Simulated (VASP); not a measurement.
# Zn (P6_3/mmc) in VASP: further runs, part 2 of 3

VASP 6.6.1. Earlier steps stand in the parts before.

### 3 Electric field gradients, PBEsol (volume scaled by 1.06)

The input, INCAR:

```
SYSTEM = Zn
ALGO = Normal
EDIFF = 1E-8
ENCUT = 520
GGA = PS
ISIF = 2
ISMEAR = -1
LASPH = .TRUE.
LCHARG = .FALSE.
LEFG = .TRUE.
LREAL = .FALSE.
LWAVE = .FALSE.
NBANDS = 19
NELM = 100
PREC = Accurate
SIGMA = 0.03
```

The input, KPOINTS:

```
k-points
0
G
  18 18 8
  0 0 0
```

The input, POSCAR:

```
Zn
1.0
    2.7170622642      0.0000000000      0.0000000000
   -1.3585311321      2.3530449444      0.0000000000
    0.0000000000      0.0000000000      5.0437187487
Zn
2
Direct
    0.3333333333      0.6666666667      0.2500000000
    0.6666666667      0.3333333333      0.7500000000
```

Potentials or basis: VASP PAW PBE potentials, release 64 (Zn).

Command:

```bash
> cat potpaw_PBE.64/Zn/POTCAR > POTCAR
> mpirun -np 1 vasp_std > vasp.out
```

OUTCAR:

```text
SYSTEM = Zn
   EDIFF = 1E-8
   ENCUT = 520
   GGA = PS
   ISIF = 2
   ISMEAR = -1
   LASPH = .TRUE.
   LREAL = .FALSE.
   NELM = 100
   PREC = Accurate

 ion  position               nearest neighbor table
   1  0.333  0.667  0.250-   2 2.97   2 2.97   2 2.97   2 2.97   2 2.97   2 2.97
   2  0.667  0.333  0.750-   1 2.97   1 2.97   1 2.97   1 2.97   1 2.97   1 2.97

  LATTYP: Found a hexagonal cell.
 ALAT       =     2.7170622642
 C/A-ratio  =     1.8563132745

  Lattice vectors:

 A1 = (   2.7170622642,   0.0000000000,   0.0000000000)
 A2 = (  -1.3585311321,   2.3530449444,   0.0000000000)
 A3 = (   0.0000000000,   0.0000000000,   5.0437187487)

Analysis of symmetry for initial positions (statically):
=====================================================================
 Subroutine PRICEL returns:
 Original cell was already a primitive cell.

 Routine SETGRP: Setting up the symmetry group for a
 hexagonal supercell.

 Subroutine GETGRP returns: Found 24 space group operations
 (whereof 12 operations were pure point group operations)
 out of a pool of 24 trial point group operations.

The static configuration has the point symmetry D_3d.
 The point group associated with its full space group is D_6h.

Analysis of symmetry for dynamics (positions and initial velocities):
=====================================================================
 Subroutine PRICEL returns:
 Original cell was already a primitive cell.

 Routine SETGRP: Setting up the symmetry group for a
 hexagonal supercell.

 Subroutine GETGRP returns: Found 24 space group operations
 (whereof 12 operations were pure point group operations)
[... 158 lines left out ...]
  band No.  band energies     occupation
      1      -7.4237      2.00000
      2      -5.7906      2.00000
      3      -5.1702      2.00000
      4      -4.9666      2.00000
      5      -4.9666      2.00000
      6      -4.9220      2.00000
[... 505 lines left out ...]
      6      -4.8287      2.00000
[... 11 lines left out ...]
     18      14.9052      0.00000
     19      16.4512      0.00000

 [... further k-points ...]

------------------------ aborting loop because EDIFF is reached ----------------------------------------

  FORCE on cell =-STRESS in cart. coord.  units (eV):
  Direction    XX          YY          ZZ          XY          YZ          ZX
  --------------------------------------------------------------------------------------
  -------------------------------------------------------------------------------------
  Total       -1.8200912     -1.8200912     -1.2565342      0.0000000     -0.0000000      0.0000000
  in kB      -90.4321922    -90.4321922    -62.4315647      0.0000000     -0.0000000      0.0000000
  external PRESSURE =     -81.0986497 kB  Pullay stress =       0.0000000 kB

 VOLUME and BASIS-vectors are now :
 -----------------------------------------------------------------------------
  energy-cutoff  :      520.00
  volume of cell :       32.25
      direct lattice vectors                 reciprocal lattice vectors
     2.717062264  0.000000000  0.000000000     0.368044565  0.212490629  0.000000000
    -1.358531132  2.353044944  0.000000000     0.000000000  0.424981258  0.000000000
     0.000000000  0.000000000  5.043718749     0.000000000  0.000000000  0.198266408

 POSITION                                       TOTAL-FORCE (eV/Angst)
 -----------------------------------------------------------------------------------
     -0.00000      1.56870      1.26093         0.000000     -0.000000      0.000000
      1.35853      0.78435      3.78279        -0.000000      0.000000      0.000000
 -----------------------------------------------------------------------------------
    total drift:                                0.000000     -0.000000      0.000000

  FREE ENERGIE OF THE ION-ELECTRON SYSTEM (eV)
  ---------------------------------------------------
  free  energy   TOTEN  =        -3.0632612310 eV

  energy  without entropy=       -3.0617028059  energy(sigma->0) =       -3.06248202

 Electric field gradients (V/A^2)
---------------------------------------------------------------------
 ion       V_xx      V_yy      V_zz      V_xy      V_xz      V_yz
---------------------------------------------------------------------
   1     -15.719   -15.710    31.429     0.008     0.000    -0.000
   2     -15.719   -15.710    31.429     0.008    -0.000     0.000
---------------------------------------------------------------------

 Electric field gradients after diagonalization (V/A^2)
 (convention: |V_zz| > |V_xx| > |V_yy|)
----------------------------------------------------------------------
 ion       V_xx      V_yy      V_zz     asymmetry (V_yy - V_xx)/ V_zz
----------------------------------------------------------------------
   1     -15.723   -15.706    31.429       0.001
   2     -15.723   -15.706    31.429       0.001
----------------------------------------------------------------------

           NMR quadrupolar parameters

 Cq : quadrupolar parameter    Cq=e*Q*V_zz/h
 eta: asymmetry parameters     (V_yy - V_xx)/ V_zz
 Q  : nuclear electric quadrupole moment in mb (millibarn)
----------------------------------------------------------------------
 ion       Cq(MHz)       eta       Q (mb)
----------------------------------------------------------------------
   1       0.076       0.001       1.000
   2       0.076       0.001       1.000
----------------------------------------------------------------------
```

OSZICAR:

```text
N       E                     dE             d eps       ncg     rms          rms(c)
DAV:   1     0.112740773199E+03    0.11274E+03   -0.12209E+04  7182   0.195E+03
DAV:   2     0.194884130281E+01   -0.11079E+03   -0.10690E+03  7063   0.293E+02
DAV:   3    -0.328520611242E+01   -0.52340E+01   -0.52136E+01  7777   0.698E+01
DAV:   4    -0.331871445542E+01   -0.33508E-01   -0.33498E-01  7691   0.577E+00
DAV:   5    -0.331876024952E+01   -0.45794E-04   -0.45794E-04  7676   0.193E-01    0.363E+00
DAV:   6    -0.307955754221E+01    0.23920E+00   -0.99999E-01  7783   0.206E+01    0.276E+00
DAV:   7    -0.306894297281E+01    0.10615E-01   -0.34214E-02  8992   0.310E+00    0.146E+00
DAV:   8    -0.306328554319E+01    0.56574E-02   -0.20511E-03  9394   0.621E-01    0.497E-02
DAV:   9    -0.306325673844E+01    0.28805E-04   -0.20749E-04  9556   0.192E-01    0.370E-02
DAV:  10    -0.306326165100E+01   -0.49126E-05   -0.19246E-05  7374   0.363E-02    0.310E-03
DAV:  11    -0.306326144577E+01    0.20523E-06   -0.62248E-07  8066   0.140E-02    0.190E-03
DAV:  12    -0.306326122858E+01    0.21719E-06   -0.18383E-08  6787   0.181E-03    0.187E-04
DAV:  13    -0.306326123102E+01   -0.24465E-08   -0.24671E-09  3973   0.574E-04
   1 F= -.30632612E+01 E0= -.30624820E+01  d E =-.155843E-02
```

stdout:

```text
POSCAR found type information on POSCAR Zn
 POSCAR found :  1 types and       2 ions
 scaLAPACK will be used
 -----------------------------------------------------------------------------
|                                                                             |
|                                                                             |
|     You enforced a specific xc type in the INCAR file but a different       |
|     I HOPE YOU KNOW WHAT YOU ARE DOING!                                     |
|                                                                             |
 -----------------------------------------------------------------------------

 LDA part: xc-table for (Slater+PW92), standard interpolation
 POSCAR, INCAR and KPOINTS ok, starting setup
 FFT: planning ... GRIDC
 FFT: planning ... GRID_SOFT
 FFT: planning ... GRID
 WAVECAR not read
 entering main loop
ion   1

ion   2
```

It took 42 s on 1 thread of AMD EPYC 9R45 (Zen 5), shared host; peak memory 0.18 GiB.

Results:

| Item | Value |
| --- | --- |
| Free energy | -3.0633 eV |
| Pressure | -8.1 GPa |
| Band gap on the k mesh | zero (band 12 reaches 4.10 eV, above the bottom of band 13 at -0.54 eV) |

Levels at points of the mesh, in eV from the Fermi level:
```csv
k point,band 8,band 9,band 10,band 11,band 12,band 13,band 14,band 15,band 16,band 17
"(0.00, 0.00, 0.00)",-7.28,-7.28,-7.09,-7.09,-3.48,-3.19,12.96,16.52,16.52,16.53
"(0.50, 0.00, 0.00)",-7.10,-6.93,-6.92,-2.79,-2.26,2.35,3.35,3.61,5.44,9.62
"(0.00, 0.00, 0.50)",-7.52,-7.17,-7.17,-7.17,-7.17,4.28,4.28,17.73,17.73,17.73
"(0.50, 0.00, 0.50)",-7.11,-6.92,-6.92,-1.82,-1.82,-0.14,-0.14,9.61,9.61,11.34
```

Electric field gradients, principal values (V/Å²):
```
atom    least   middle  greatest (by size)
1 Zn  -15.706  -15.723              31.429
2 Zn  -15.706  -15.723              31.429
```

Caveat: the cell differs from its parent crystal (volume scaled by 1.06); without QUAD_EFG the Cq values of the log hold for a quadrupole moment of 1 mb, not for the nuclei; the PAW data sets were made with another functional, which shifts forces and pressure a little.

### 4 Density of states, PBEsol

This run uses another cell than the first one, of 15.21 Å³/atom, 0.943 times its volume.

The input, POSCAR:

```
Zn
1.0
    2.6647980532      0.0000000000      0.0000000000
   -1.3323990266      2.3077828100      0.0000000000
    0.0000000000      0.0000000000      4.9467000000
Zn
2
Direct
    0.3333333333      0.6666666667      0.2500000000
    0.6666666667      0.3333333333      0.7500000000
```

The input, INCAR.step1:

```
SYSTEM = Zn
  PREC = Accurate
  ENCUT = 520
  EDIFF = 1E-6
  ISMEAR = -1
  SIGMA = 0.03
  LREAL = .False.
  LASPH = .True.
  NELM = 100
  ALGO = Normal
  ISIF = 2
  LWAVE = .False.
  LCHARG = .True.
  GGA = PS
  NBANDS = 19
```

The input, KPOINTS.step1:

```
regular mesh
0
Gamma
  18 18 8
  0 0 0
```

The input, INCAR.step2:

```
SYSTEM = Zn
  PREC = Accurate
  ENCUT = 520
  EDIFF = 1E-6
  ISMEAR = -5
  SIGMA = 0.03
  LREAL = .False.
  LASPH = .True.
  NELM = 100
  ALGO = Normal
  ISIF = 2
  LWAVE = .False.
  LCHARG = .False.
  GGA = PS
  LORBIT = 11
  NEDOS = 2001
  ICHARG = 11
```

The input, KPOINTS.step2:

```
regular mesh
0
Gamma
  27 27 12
  0 0 0
```

Potentials or basis: VASP PAW PBE potentials, release 64 (Zn).

Command:

```bash
> cat potpaw_PBE.64/Zn/POTCAR > POTCAR
> cp INCAR.step1 INCAR
> cp KPOINTS.step1 KPOINTS
> mpirun -np 1 vasp_std > vasp.out
> cp INCAR.step2 INCAR
> cp KPOINTS.step2 KPOINTS
> mpirun -np 1 vasp_std > vasp.out
```

OUTCAR:

```text
SYSTEM = Zn
   PREC = Accurate
   ENCUT = 520
   EDIFF = 1E-6
   ISMEAR = -5
   LREAL = .False.
   LASPH = .True.
   NELM = 100
   ISIF = 2
   GGA = PS
   LORBIT = 11
   ICHARG = 11

 ion  position               nearest neighbor table
   1  0.333  0.667  0.250-   2 2.91   2 2.91   2 2.91   2 2.91   2 2.91   2 2.91
   2  0.667  0.333  0.750-   1 2.91   1 2.91   1 2.91   1 2.91   1 2.91   1 2.91

  LATTYP: Found a hexagonal cell.
 ALAT       =     2.6647980532
 C/A-ratio  =     1.8563132745

  Lattice vectors:

 A1 = (   2.6647980532,   0.0000000000,   0.0000000000)
 A2 = (  -1.3323990266,   2.3077828100,   0.0000000000)
 A3 = (   0.0000000000,   0.0000000000,   4.9467000000)

Analysis of symmetry for initial positions (statically):
=====================================================================
 Subroutine PRICEL returns:
 Original cell was already a primitive cell.

 Routine SETGRP: Setting up the symmetry group for a
 hexagonal supercell.

 Subroutine GETGRP returns: Found 24 space group operations
 (whereof 12 operations were pure point group operations)
 out of a pool of 24 trial point group operations.

The static configuration has the point symmetry D_3d.
 The point group associated with its full space group is D_6h.

Analysis of symmetry for dynamics (positions and initial velocities):
=====================================================================
 Subroutine PRICEL returns:
 Original cell was already a primitive cell.

 Routine SETGRP: Setting up the symmetry group for a
 hexagonal supercell.

 Subroutine GETGRP returns: Found 24 space group operations
 (whereof 12 operations were pure point group operations)
 out of a pool of 24 trial point group operations.

The dynamic configuration has the point symmetry D_3d.
 The point group associated with its full space group is D_6h.

 Subroutine INISYM returns: Found 24 space group operations
 (whereof 12 operations are pure point group operations),
 and found     1 'primitive' translations

----------------------------------------------------------------------------------------

                                     Primitive cell

  volume of cell :      30.4211

  direct lattice vectors                    reciprocal lattice vectors
     2.664798053  0.000000000  0.000000000     0.375262958  0.216658170  0.000000000
    -1.332399027  2.307782810  0.000000000     0.000000000  0.433316340  0.000000000
     0.000000000  0.000000000  4.946700000     0.000000000  0.000000000  0.202154972

  length of vectors
     2.664798053  2.664798053  4.946700000     0.433316340  0.433316340  0.202154972

  position of ions in fractional coordinates (direct lattice)
     0.333333333  0.666666667  0.250000000
     0.666666667  0.333333333  0.750000000

  ion indices of the primitive-cell ions
   primitive index   ion index
                 1           1
                 2           2

----------------------------------------------------------------------------------------

 KPOINTS: regular mesh

Automatic generation of k-mesh.
 Grid dimensions read from file:
 generate k-points for:   27   27   12

 Generating k-lattice:
[... 25 lines left out ...]
  0.148148 -0.000000  0.000000      6.000000
  0.185185  0.000000  0.000000      6.000000
[... 16 lines left out ...]
  0.333333  0.037037  0.000000     12.000000
  0.370370  0.037037  0.000000     12.000000
 [... further k-points ...]
   k-points           NKPTS =    525   k-points in BZ     NKDIM =    525   number of bands    NBANDS=     16
   number of dos      NEDOS =   2001   number of ions     NIONS =      2
   total plane-waves  NPLWV =  16000
   dimension x,y,z NGX =    20 NGY =   20 NGZ =   40
   dimension x,y,z NGXF=    40 NGYF=   40 NGZF=   80
   ions per type =               2
   NGX,Y,Z   is equivalent  to a cutoff of  12.48, 12.48, 13.44 a.u.
   NGXF,Y,Z  is equivalent  to a cutoff of  24.95, 24.95, 26.89 a.u.
 SYSTEM =  Zn
   PREC   = accura    normal or accurate (medium, high low for compatibility)
   ISTART =      0    job   : 0-new  1-cont  2-samecut
   ICHARG =     11    charge: 1-file 2-atom 10-const
   ISPIN  =      1    spin polarized calculation?
   LNONCOLLINEAR =      F non collinear calculations
   LSORBIT =      F    spin-orbit coupling
   LASPH  =      T    aspherical Exc in radial PAW
   ENCUT  =  520.0 eV  38.22 Ry    6.18 a.u.   4.95  4.95  9.20*2*pi/ulx,y,z
   NELM   =    100;   NELMIN=  2; NELMDL=  0     # of ELM steps
   EDIFF  = 0.1E-05   stopping-criterion for ELM
   LREAL  =      F    real-space projection
   EDIFFG = 0.1E-04   stopping-criterion for IOM
   NSW    =      0    number of steps for IOM
   IBRION =     -1    ionic relax: 0-MD 1-quasi-New 2-CG
   NFREE  =      0    steps in history (QN), initial steepest desc. (CG)
   ISIF   =      2    stress and relaxation
   ISYM   =      2    0-nonsym 1-usesym 2-fastsym
   POTIM  = 0.5000    time-step for ionic-motion
   TEBEG  =    0.0;   TEEND  =   0.0 temperature during run
   PSTRESS=    0.0 pullay stress
   NELECT =      24.0000    total number of electrons
   NUPDOWN=      -1.0000    fix difference up-down
   EMIN   =  10.00;   EMAX   =-10.00  energy-range for DOS
   EFERMI =   0.00;   METHOD = LEGACY
   ISMEAR =    -5;   SIGMA  =   0.03  broadening in eV -4-tet -1-fermi 0-gaus
   EFERMI_NEDOS =   21; number of points for ismear=-14 and -15
   IALGO  =     38    algorithm
   IMIX   =      4    mixing-type and parameters
     AMIX     =   0.40;   BMIX     =  1.00
     AMIX_MAG =   1.60;   BMIX_MAG =  1.00
  volume/ion in A,a.u.               =      15.21       102.65
  Fermi-wavevector in a.u.,A,eV,Ry     =   1.512703  2.858594 31.133805  2.288270
  Thomas-Fermi vector in A             =   2.622592
   LORBIT       =     11    0 simple, 1 ext, 2 COOP (PROOUT), +10 PAW based schemes
   GGA     = PS    functional components
   LHFCALC =     F    Hartree Fock is set to
   AEXX    =    0.0000 exact exchange contribution
   IVDW    =     0    specifies the selected vdW correction
   LEPSILON=     F    determine dielectric tensor
   LRPA    =     F    only Hartree local field effects (RPA)
 non-spin polarized calculation
 Fermi weights with tetrahedron method with Bloechl corrections
  energy-cutoff  :      520.00
  volume of cell :       30.42
 maximum number of plane-waves:       855
 NGX is ok and might be reduce to    20

 number of electron      24.0000012 magnetization

 Free energy of the ion-electron system (eV)
  ---------------------------------------------------
  ext. energy  EPLUGINS =         0.00000000
  ---------------------------------------------------
  free energy    TOTEN  =        -3.13802205 eV

  energy without entropy =       -3.13802205  energy(sigma->0) =       -3.13802205

 E-fermi :   2.9258     XC(G=0): -11.7002

 val. band max:        3.2553378186   @ k =   0.3333   0.3333   0.2500
 cond. band min:       2.9395850272   @ k =   0.3333   0.3333   0.0000
 fundamental gap:     -0.3157527915
 Fermi energy:         2.9257959671

 k-point     1 :       0.0000    0.0000    0.0000
  band No.  band energies     occupation
      1      -7.4772      2.00000
      2      -5.6474      2.00000
      3      -4.9399      2.00000
      4      -4.7124      2.00000
      5      -4.7124      2.00000
      6      -4.6621      2.00000
[... 433 lines left out ...]
      3      -5.1287      2.00000
      4      -4.6739      2.00000
      5      -4.6199      2.00000
      6      -4.5424      2.00000
[... 8 lines left out ...]
     15       9.9561      0.00000
     16      11.1999      0.00000

 [... further k-points ...]

------------------------ aborting loop because EDIFF is reached ----------------------------------------

  FORCE on cell =-STRESS in cart. coord.  units (eV):
  Direction    XX          YY          ZZ          XY          YZ          ZX
  --------------------------------------------------------------------------------------
  -------------------------------------------------------------------------------------
  Total       -1.1726113     -1.1726113     -0.7092253      0.0000000      0.0000000     -0.0000000
  in kB      -61.7575204    -61.7575204    -37.3525279      0.0000000      0.0000000     -0.0000000
  external PRESSURE =     -53.6225229 kB  Pullay stress =       0.0000000 kB

 VOLUME and BASIS-vectors are now :
 -----------------------------------------------------------------------------
  energy-cutoff  :      520.00
  volume of cell :       30.42
      direct lattice vectors                 reciprocal lattice vectors
     2.664798053  0.000000000  0.000000000     0.375262958  0.216658170  0.000000000
    -1.332399027  2.307782810  0.000000000     0.000000000  0.433316340  0.000000000
     0.000000000  0.000000000  4.946700000     0.000000000  0.000000000  0.202154972

 POSITION                                       TOTAL-FORCE (eV/Angst)
 -----------------------------------------------------------------------------------
     -0.00000      1.53852      1.23667        -0.000000     -0.000000      0.000000
      1.33240      0.76926      3.71002         0.000000      0.000000     -0.000000
 -----------------------------------------------------------------------------------
    total drift:                               -0.000000      0.000000      0.000000

  FREE ENERGIE OF THE ION-ELECTRON SYSTEM (eV)
  ---------------------------------------------------
  free  energy   TOTEN  =        -3.1380220460 eV

  energy  without entropy=       -3.1380220460  energy(sigma->0) =       -3.13802205

 total charge

# of ion       s       p       d       tot
------------------------------------------
    1        0.595   0.447   9.720  10.762
    2        0.595   0.447   9.720  10.762
--------------------------------------------------
tot          1.190   0.893  19.440  21.523
```

It took 84 s on 1 thread of AMD EPYC 9R45 (Zen 5), shared host; peak memory 0.3 GiB.

What came out:

| Quantity | Value |
| --- | --- |
| Valence electrons inside the program's atomic spheres | Zn 10.76 |

Levels at points of the mesh, in eV from the Fermi level:
```tsv
k point	band 9	band 10	band 11	band 12	band 13	band 14	band 15	band 16
(0.00, 0.00, 0.00)	-7.26	-7.05	-7.05	-3.64	-3.02	13.62	17.25	17.40
(0.00, 0.00, 0.50)	-7.13	-7.13	-7.13	-7.13	4.59	4.59	18.69	18.69
```

Caveat: the PAW data sets were made with another functional, which shifts forces and pressure a little; tetrahedron occupations give inexact forces and stress in metals.

[end of part 2 of 3]
